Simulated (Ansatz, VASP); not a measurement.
**Two plane-wave programs on Ru**

The input INCAR:

```
SYSTEM = Ru
ALGO     = Normal         ! electronic algorithm
EDIFF    = 1E-6           ! SCF threshold, eV
ENCUT    = 560            ! plane-wave cutoff, eV
GGA_COMPAT= .FALSE.      
ISIF     = 2              ! what is computed and relaxed
ISMEAR   = -1             ! smearing method
LASPH    = .TRUE.         ! aspherical terms in the spheres
LCHARG   = .FALSE.        ! write CHGCAR
LREAL    = .FALSE.        ! projectors in reciprocal space
LWAVE    = .FALSE.        ! write WAVECAR
NBANDS   = 23             ! bands
NELM     = 120            ! most SCF steps
PREC     = Accurate       ! precision mode
SIGMA    = 0.6            ! smearing width, eV
```

KPOINTS

```
k-points
0
G
  13 13 8
  0 0 0
```

The input POSCAR:

```
Ru
1.0
    2.6775346364      0.0000000000      0.0000000000
   -1.3387673182      2.3188130146      0.0000000000
    0.0000000000      0.0000000000      4.2181251212
Ru
2
Direct
    0.3333333333      0.6666666667      0.2500000000
    0.6666666667      0.3333333333      0.7500000000
```

Input for Ansatz:

```yaml
crystal:
  lattice:
    - [2.6775346364, 0.0, 0.0]
    - [-1.3387673182, 2.3188130146, 0.0]
    - [0.0, 0.0, 4.2181251212]
  atoms:
    - { symbol: Ru, position: [0.3333333333, 0.6666666667, 0.25] }
    - { symbol: Ru, position: [0.6666666667, 0.3333333333, 0.75] }
hamiltonian:
  xc: lda
  pseudopotentials:
    kind: paw
    azcp:
      Ru: "pseudopotentials/Ru.paw.azcp"
basis:
  ecutwfc: 420
  fft_grid_basis: typed
kpoints:
  mp_grid: { grid: [13, 13, 8], shift: [0, 0, 0] }
magnetization:
  spin_polarized: false
scf:
  occupations: { method: fermi_dirac, width: 0.6 }
  lower_state_search: "off"
output:
  stress: true
  write_density: true
  write_potential: true
  elf: true
  volumetric_format: npy
```

Alike in both runs: task single point; functional LDA; k mesh 13 × 13 × 8; occupations fermi-dirac, width 0.6 eV; no spin polarisation.

```csv
,VASP,Ansatz
version,VASP 6.6.1,Ansatz 0.2.0
potentials or method,"VASP PAW LDA potentials, release 64 (Ru_sv), cutoff 560 eV","plane waves (420 eV) with PAW, scalar-relativistic"
valence electrons in the cell,32,32
```

Ansatz gave:

- pressure (GPa): 11.2
- traceless stress, the component that is largest in VASP (GPa): 2.95

Which values does VASP return?

Pressure (GPa): 11.7; traceless stress, the component that is largest in VASP (GPa): 2.96.

Ansatz warns that its potentials were made for another functional, while VASP's fit it. LDA's correlation is that of Perdew and Zunger in VASP and of Perdew and Wang (1992) in Ansatz.
